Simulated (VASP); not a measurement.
# Cu in VASP: notebook

Runs on Cu. Level: PBE+D3(BJ). Tasks: single point.

All numbers are computed with VASP 6.6.1; they aren't measurements. Logs are shortened: lines on timing, memory, paths and dates and some standing lists are left out, and cuts for length are marked.

### 1 The cell of the first run

The cell holds a slab with vacuum, 16 atoms: a = 5.039 Å, b = 5.039 Å, c = 21.345 Å, α = 90.00°, β = 90.00°, γ = 90.00°.

### 2 Single point, PBE+D3(BJ)

The input, INCAR:

```
SYSTEM = Cu
ALGO = Normal
DIPOL = 0.5 0.5 0.501
EDIFF = 1E-6
ENCUT = 520
GGA = PE
IDIPOL = 3
ISIF = 2
ISMEAR = 0
IVDW = 12
LASPH = .True.
LCHARG = .False.
LDIPOL = .True.
LREAL = Auto
LWAVE = .False.
NBANDS = 102
NELM = 60
PREC = Accurate
SIGMA = 0.1
```

The input, KPOINTS:

```
k-points
0
Gamma
  4 4 1
  0 0 0
```

The input, POSCAR:

```
Cu
1.0
    5.0393684365      0.0000000000      0.0000000000
    0.0000000000      5.0393684365      0.0000000000
    0.0000000000      0.0000000000     21.3450573916
Cu
16
Direct
    0.2500000000      0.2500000000      0.3747940262
    0.2500000000      0.7500000000      0.3747940262
    0.7500000000      0.2500000000      0.3747940262
    0.7500000000      0.7500000000      0.3747940262
    0.5000000000      0.5000000000      0.4582646754
    0.5000000000      0.0000000000      0.4582646754
    0.0000000000      0.5000000000      0.4582646754
    0.0000000000      0.0000000000      0.4582646754
    0.7500000000      0.7500000000      0.5435007509
    0.7500000000      0.2500000000      0.5435007509
    0.2500000000      0.7500000000      0.5435007509
    0.2500000000      0.2500000000      0.5435007509
    0.0000000000      0.0000000000      0.6263064539
    0.0000000000      0.5000000000      0.6263064539
    0.5000000000      0.0000000000      0.6263064539
    0.5000000000      0.5000000000      0.6263064539
```

Potentials or basis: VASP PAW PBE potentials, release 64 (Cu).

Command:

```console
cat potpaw_PBE.64/Cu/POTCAR > POTCAR
mpirun -np 1 vasp_std > vasp.out
```

OUTCAR:

```text
SYSTEM = Cu
   EDIFF = 1E-6
   ENCUT = 520
   GGA = PE
   ISIF = 2
   ISMEAR = 0
   IVDW = 12
   LASPH = .True.
   LREAL = Auto
   NELM = 60
   PREC = Accurate
 IVDW          = 12

 ion  position               nearest neighbor table
   1  0.250  0.250  0.375-   2 2.52   3 2.52   2 2.52   3 2.52   7 2.52   8 2.52   5 2.52   6 2.52

   2  0.250  0.750  0.375-   1 2.52   4 2.52   1 2.52   4 2.52   7 2.52   8 2.52   5 2.52   6 2.52

   3  0.750  0.250  0.375-   1 2.52   4 2.52   4 2.52   1 2.52   7 2.52   8 2.52   5 2.52   6 2.52
[... 23 lines left out ...]
  15  0.500  0.000  0.626-   9 2.51  10 2.51  11 2.51  12 2.51  13 2.52  16 2.52  16 2.52  13 2.52

  16  0.500  0.500  0.626-   9 2.51  10 2.51  11 2.51  12 2.51  14 2.52  15 2.52  15 2.52  14 2.52

  LATTYP: Found a simple tetragonal cell.
 ALAT       =     5.0393684365
 C/A-ratio  =     4.2356612065

  Lattice vectors:

 A1 = (   5.0393684365,   0.0000000000,   0.0000000000)
 A2 = (   0.0000000000,   5.0393684365,   0.0000000000)
 A3 = (   0.0000000000,   0.0000000000,  21.3450573916)

Analysis of symmetry for initial positions (statically):
=====================================================================
 Subroutine PRICEL returns following result:

  LATTYP: Found a simple tetragonal cell.
 ALAT       =     2.5196842183
 C/A-ratio  =     8.4713224129

  Lattice vectors:

 A1 = (   2.5196842183,   0.0000000000,   0.0000000000)
 A2 = (   0.0000000000,   2.5196842183,   0.0000000000)
 A3 = (   0.0000000000,   0.0000000000,  21.3450573916)

   4 primitive cells build up your supercell.

 Routine SETGRP: Setting up the symmetry group for a
 simple tetragonal supercell.

 Subroutine GETGRP returns: Found  8 space group operations
 (whereof  8 operations were pure point group operations)
 out of a pool of 16 trial point group operations.

The static configuration has the point symmetry C_4v.

Analysis of symmetry for dynamics (positions and initial velocities):
=====================================================================
 Subroutine PRICEL returns following result:

  LATTYP: Found a simple tetragonal cell.
 ALAT       =     2.5196842183
 C/A-ratio  =     8.4713224129

  Lattice vectors:

 A1 = (   2.5196842183,   0.0000000000,   0.0000000000)
 A2 = (   0.0000000000,   2.5196842183,   0.0000000000)
 A3 = (   0.0000000000,   0.0000000000,  21.3450573916)

   4 primitive cells build up your supercell.

 Routine SETGRP: Setting up the symmetry group for a
 simple tetragonal supercell.

 Subroutine GETGRP returns: Found  8 space group operations
 (whereof  8 operations were pure point group operations)
 out of a pool of 16 trial point group operations.

The dynamic configuration has the point symmetry C_4v.

 Subroutine INISYM returns: Found  8 space group operations
 (whereof  8 operations are pure point group operations),
 and found     4 'primitive' translations

----------------------------------------------------------------------------------------

                                     Primitive cell

  volume of cell :     135.5157

  direct lattice vectors                    reciprocal lattice vectors
     2.519684218  0.000000000  0.000000000     0.396875129  0.000000000  0.000000000
     0.000000000  2.519684218  0.000000000     0.000000000  0.396875129  0.000000000
     0.000000000  0.000000000 21.345057392     0.000000000  0.000000000  0.046849253

  length of vectors
     2.519684218  2.519684218 21.345057392     0.396875129  0.396875129  0.046849253

  position of ions in fractional coordinates (direct lattice)
     0.500000000  0.500000000  0.374794026
     0.000000000  0.000000000  0.458264675
     0.500000000  0.500000000  0.543500751
     0.000000000  0.000000000  0.626306454

  ion indices of the primitive-cell ions
   primitive index   ion index
                 1           1
                 2           5
                 3          12
                 4          13

----------------------------------------------------------------------------------------

 KPOINTS: k-points

Automatic generation of k-mesh.
 Grid dimensions read from file:
 generate k-points for:    4    4    1

 Generating k-lattice:

  Cartesian coordinates                     Fractional coordinates (reciprocal lattice)
     0.049609391  0.000000000  0.000000000     0.250000000  0.000000000  0.000000000
     0.000000000  0.049609391  0.000000000     0.000000000  0.250000000  0.000000000
     0.000000000  0.000000000  0.046849253     0.000000000  0.000000000  1.000000000

  Length of vectors
     0.049609391  0.049609391  0.046849253

  Shift w.r.t. Gamma in fractional coordinates (k-lattice)
     0.000000000  0.000000000  0.000000000

 Subroutine IBZKPT returns following result:
 ===========================================

 Found      6 irreducible k-points:

 Following reciprocal coordinates:
            Coordinates               Weight
  0.000000  0.000000  0.000000      1.000000
  0.250000  0.000000  0.000000      4.000000
  0.500000  0.000000  0.000000      2.000000
  0.250000  0.250000  0.000000      4.000000
  0.500000  0.250000  0.000000      4.000000
  0.500000  0.500000  0.000000      1.000000
   k-points           NKPTS =      6   k-points in BZ     NKDIM =      6   number of bands    NBANDS=    102
   number of dos      NEDOS =    301   number of ions     NIONS =     16
   total plane-waves  NPLWV = 256000
   dimension x,y,z NGX =    40 NGY =   40 NGZ =  160
   dimension x,y,z NGXF=    80 NGYF=   80 NGZF=  320
   ions per type =              16
   NGX,Y,Z   is equivalent  to a cutoff of  13.20, 13.20, 12.46 a.u.
   NGXF,Y,Z  is equivalent  to a cutoff of  26.39, 26.39, 24.92 a.u.
 SYSTEM =  Cu
   PREC   = accura    normal or accurate (medium, high low for compatibility)
   ISTART =      0    job   : 0-new  1-cont  2-samecut
   ICHARG =      2    charge: 1-file 2-atom 10-const
   ISPIN  =      1    spin polarized calculation?
   LNONCOLLINEAR =      F non collinear calculations
   LSORBIT =      F    spin-orbit coupling
   LASPH  =      T    aspherical Exc in radial PAW
   ENCUT  =  520.0 eV  38.22 Ry    6.18 a.u.   9.37  9.37 39.69*2*pi/ulx,y,z
   NELM   =     60;   NELMIN=  2; NELMDL= -5     # of ELM steps
   EDIFF  = 0.1E-05   stopping-criterion for ELM
   LREAL  =      T    real-space projection
   EDIFFG = 0.1E-04   stopping-criterion for IOM
   NSW    =      0    number of steps for IOM
   IBRION =     -1    ionic relax: 0-MD 1-quasi-New 2-CG
   NFREE  =      0    steps in history (QN), initial steepest desc. (CG)
   ISIF   =      2    stress and relaxation
   ISYM   =      2    0-nonsym 1-usesym 2-fastsym
   POTIM  = 0.5000    time-step for ionic-motion
   TEBEG  =    0.0;   TEEND  =   0.0 temperature during run
   PSTRESS=    0.0 pullay stress
   NELECT =     176.0000    total number of electrons
   NUPDOWN=      -1.0000    fix difference up-down
   EMIN   =  10.00;   EMAX   =-10.00  energy-range for DOS
   EFERMI =   0.00;   METHOD = LEGACY
   ISMEAR =     0;   SIGMA  =   0.10  broadening in eV -4-tet -1-fermi 0-gaus
   EFERMI_NEDOS =   21; number of points for ismear=-14 and -15
   IALGO  =     38    algorithm
   IMIX   =      4    mixing-type and parameters
     AMIX     =   0.40;   BMIX     =  1.00
     AMIX_MAG =   1.60;   BMIX_MAG =  1.00
  volume/ion in A,a.u.               =      33.88       228.63
  Fermi-wavevector in a.u.,A,eV,Ry     =   1.125199  2.126317 17.225955  1.266072
  Thomas-Fermi vector in A             =   2.261874
   LORBIT       =      0    0 simple, 1 ext, 2 COOP (PROOUT), +10 PAW based schemes
   GGA     = PE    functional components
   LHFCALC =     F    Hartree Fock is set to
   AEXX    =    0.0000 exact exchange contribution
   IVDW    =    12    specifies the selected vdW correction
   LEPSILON=     F    determine dielectric tensor
   LRPA    =     F    only Hartree local field effects (RPA)
 non-spin polarized calculation
 Gauss-broadening in eV      SIGMA  =   0.10
  energy-cutoff  :      520.00
  volume of cell :      542.06
 maximum number of plane-waves:     14637
 NGX is ok and might be reduce to    40
   NGX = 19   NGY = 19   NGZ = 79

 dipolmoment           0.000000      0.000000      0.000235 electrons x Angstroem

 number of electron     176.0000011 magnetization

 dipolmoment           0.000000      0.000000     -0.000597 electrons x Angstroem

 Free energy of the ion-electron system (eV)
  ---------------------------------------------------
  ext. energy  EPLUGINS =         0.00000000
  ---------------------------------------------------
  free energy    TOTEN  =       -54.72340275 eV

  energy without entropy =      -54.67306363  energy(sigma->0) =      -54.69823319

 E-fermi :  -0.2335     XC(G=0):  -5.2559

 val. band max:       -0.2553293982   @ k =   0.0000   0.0000   0.0000
 cond. band min:      -0.1659811200   @ k =   0.2500   0.0000   0.0000
 fundamental gap:      0.0893482782
 Fermi energy:        -0.2334615853

 k-point     1 :       0.0000    0.0000    0.0000
  band No.  band energies     occupation
      1      -9.2250      2.00000
      2      -7.5425      2.00000
      3      -5.5497      2.00000
      4      -5.3142      2.00000
      5      -5.3142      2.00000
      6      -5.3012      2.00000
[... 607 lines left out ...]
     99       4.8479      0.00000
    100       4.8479      0.00000
 [bands above 100 left out]

------------------------ aborting loop because EDIFF is reached ----------------------------------------

 vacuum level on the upper side and lower side of the slab       (xc-potential included)        -0.104        -0.100

 Edisp (eV)   -6.69607

 E8    (eV) :    -2.9977

  FORCE on cell =-STRESS in cart. coord.  units (eV):
  Direction    XX          YY          ZZ          XY          YZ          ZX
  --------------------------------------------------------------------------------------
  -------------------------------------------------------------------------------------
  Total      -4.86357    -4.86357    -0.11671     0.00000     0.00000     0.00000
  in kB     -14.37528   -14.37528    -0.34497     0.00000     0.00000     0.00000
  external pressure =       -9.70 kB  Pullay stress =        0.00 kB

 VOLUME and BASIS-vectors are now :
 -----------------------------------------------------------------------------
  energy-cutoff  :      520.00
  volume of cell :      542.06
      direct lattice vectors                 reciprocal lattice vectors
     5.039368437  0.000000000  0.000000000     0.198437565  0.000000000  0.000000000
     0.000000000  5.039368437  0.000000000     0.000000000  0.198437565  0.000000000
     0.000000000  0.000000000 21.345057392     0.000000000  0.000000000  0.046849253

 POSITION                                       TOTAL-FORCE (eV/Angst)
 -----------------------------------------------------------------------------------
      1.25984      1.25984      8.00000        -0.000000     -0.000000      0.038190
      1.25984      3.77953      8.00000        -0.000000     -0.000000      0.038190
      3.77953      1.25984      8.00000        -0.000000     -0.000000      0.038190
      3.77953      3.77953      8.00000         0.000000      0.000000      0.038190
      2.51968      2.51968      9.78169        -0.000000     -0.000000     -0.061095
      2.51968      0.00000      9.78169        -0.000000      0.000000     -0.061095
[... 8 lines left out ...]
      2.51968      0.00000     13.36855        -0.000000      0.000000      0.023247
      2.51968      2.51968     13.36855        -0.000000      0.000000      0.023247
 -----------------------------------------------------------------------------------
    total drift:                               -0.000000      0.000000      0.004757

  FREE ENERGIE OF THE ION-ELECTRON SYSTEM (eV)
  ---------------------------------------------------
  free  energy   TOTEN  =       -61.4194692652 eV

  energy  without entropy=      -61.3691301406  energy(sigma->0) =      -61.39429970

 vacuum level on the upper side and lower side of the slab         4.167         4.173
```

It took 7.2 min on 1 thread of Intel Xeon 6975P-C (Granite Rapids), shared host; peak memory 0.62 GiB.

What came out:

| Item | Value |
| --- | --- |
| Free energy | -61.4195 eV |
| Largest force | 0.061 eV/Å |
| Band gap on the k mesh | zero (bands 88 and 89 overlap by 0.92 eV) |
| Dispersion energy per atom | -0.419 eV |

Forces in eV/Å, atoms in the order of the input:
```
Cu   0.000  0.000  0.038
Cu   0.000  0.000  0.038
Cu   0.000  0.000  0.038
Cu   0.000  0.000  0.038
Cu   0.000  0.000 -0.061
Cu   0.000  0.000 -0.061
Cu   0.000  0.000 -0.061
Cu   0.000  0.000 -0.061
Cu   0.000  0.000  0.000
Cu   0.000  0.000  0.000
Cu   0.000  0.000  0.000
Cu   0.000  0.000  0.000
Cu   0.000  0.000  0.023
Cu   0.000  0.000  0.023
Cu   0.000  0.000  0.023
Cu   0.000  0.000  0.023
```

Levels at points of the mesh, in eV from the Fermi level:
```csv
k point,band 84,band 85,band 86,band 87,band 88,band 89,band 90,band 91,band 92,band 93
"(0.00, 0.00, 0.00)",-0.53,-0.34,-0.34,-0.34,-0.34,-0.03,-0.03,-0.02,-0.02,1.05
"(0.50, 0.00, 0.00)",-1.53,-1.08,-1.08,0.80,0.80,0.80,0.80,1.27,1.27,2.03
"(0.50, 0.50, 0.00)",-1.56,-1.17,-1.17,-1.17,-1.17,0.33,0.33,0.33,0.33,2.83
```

(Continued in part 2 of 2.)

The gap in the log of VASP goes by the Fermi energy; the results here count the filled bands.